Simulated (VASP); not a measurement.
Here is a VASP 6.6.1 calculation.

POSCAR

```
GaP
1.0
    0.0000000000      2.8344152589      2.6306866610
    2.8344152589      0.0000000000      2.6306866610
    2.8344152589      2.8344152589      0.0000000000
Ga P
1 1
Direct
    0.0000000000      0.0000000000      0.0000000000
    0.2500000000      0.2500000000      0.2500000000
```

The input INCAR.step1:

```
SYSTEM = GaP
  PREC = Accurate
  ENCUT = 520
  ISMEAR = -1
  SIGMA = 0.02
  LREAL = .FALSE.
  LASPH = .TRUE.
  NELM = 150
  MAGMOM = 0 0 0 0 0 0
  LSORBIT = .TRUE.
  GGA_COMPAT = .FALSE.
  NBANDS = 30
  GGA = PE
  ALGO = Normal
  EDIFF = 1E-4
  LWAVE = .TRUE.
  LCHARG = .FALSE.
```

File INCAR.step2:

```
SYSTEM = GaP
  PREC = Accurate
  ENCUT = 520
  EDIFF = 1E-7
  ISMEAR = -1
  SIGMA = 0.02
  LREAL = .FALSE.
  LASPH = .TRUE.
  NELM = 150
  ALGO = Normal
  ISIF = 2
  LWAVE = .FALSE.
  LCHARG = .TRUE.
  MAGMOM = 0 0 0 0 0 0
  LORBIT = 11
  LSORBIT = .TRUE.
  GGA_COMPAT = .FALSE.
  LORBMOM = .TRUE.
  METAGGA = R2SCAN
  LMIXTAU = .TRUE.
  LVHAR = .TRUE.
  NBANDS = 30
  ISTART = 1
```

File KPOINTS:

```
regular mesh
0
G
  8 8 8
  0 0 0
```

Potentials or basis: VASP PAW PBE potentials, release 64 (Ga_d, P).

Command:

```bash
$ cat potpaw_PBE.64/Ga_d/POTCAR potpaw_PBE.64/P/POTCAR > POTCAR
$ cp INCAR.step1 INCAR
$ mpirun -np 1 vasp_ncl > vasp.out
$ cp INCAR.step2 INCAR
$ mpirun -np 1 vasp_ncl > vasp.out
```

Q: Predict the pressure.

A: -3.6 GPa.

Q: What does it give for the net moment?

A: 0.00 μB per cell.

Stress tensor (GPa, compression positive):
```
-5.37  0.00  0.00
 0.00 -5.37  0.00
 0.00  0.00 -0.07
```

Caveat: the cell differs from its parent crystal (epitaxial xy strain +4.0%); the cell stands under tension; the PAW data sets were made with another functional, which shifts forces and pressure a little.
